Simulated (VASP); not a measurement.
Set up this calculation in VASP 6.6.1, as the native input.

```
Task                   : single point
Functional             : PBEsol
Dispersion             : D3(BJ)
Potentials or basis    : VASP PAW PBE potentials, release 64 (Al)
Cutoff                 : 520 eV
k mesh                 : 24 × 24 × 12
Occupations            : gaussian, width 0.1 eV
Spin                   : no spin polarisation
Dipole correction      : no
Further INCAR settings : ALGO = Fast; EDIFF = 1e-07; NBANDS = 10
```

The structure of Al lies in POSCAR:

```
Al
1.0
    2.8181609206     -0.0022005486      0.0000000000
   -1.4109626055      2.4179445967      0.0000000000
    0.0000000000      0.0000000000      4.6196251562
Al
2
Direct
    0.6669348144      0.3340714332      0.7500000000
    0.3330651856      0.6659285668      0.2500000000
```

This cell differs from its parent crystal: uniaxial strain along a: +1.0 %, then relaxed in part.

The input as run:

INCAR

```
PREC = Accurate
ENCUT = 520
EDIFF = 1E-7
ISMEAR = 0
SIGMA = 0.1
LREAL = F
LASPH = T
NELM = 60
ALGO = Fast
ISIF = 2
LWAVE = F
LCHARG = F
GGA = PS
IVDW = 12
NBANDS = 10
```

KPOINTS

```
Automatic mesh
0
Gamma
  24 24 12
```

Potentials or basis: VASP PAW PBE potentials, release 64 (Al).

Launch:

```console
$ cat potpaw_PBE.64/Al/POTCAR > POTCAR
$ mpirun -np 1 vasp_std > vasp.out
```

It gave:

| Quantity | Value |
| --- | --- |
| Pressure | -0.3 GPa |
| Band gap on the k mesh | zero (band 3 reaches 12.65 eV, above the bottom of band 4 at 5.15 eV) |
| Dispersion energy per atom | -0.333 eV |

Caveat: the cell differs from its parent crystal (uniaxial strain along a: +1.0 %, then relaxed in part); the PAW data sets were made with another functional, which shifts forces and pressure a little; pairwise dispersion overbinds metals, which lowers pressure and volume.

It took 7.2 min on 1 thread of Intel(R) Xeon(R) Platinum 8259CL CPU @ 2.50GHz (Skylake/Cascade Lake), with other jobs on the host, peak memory 0.59 GiB.
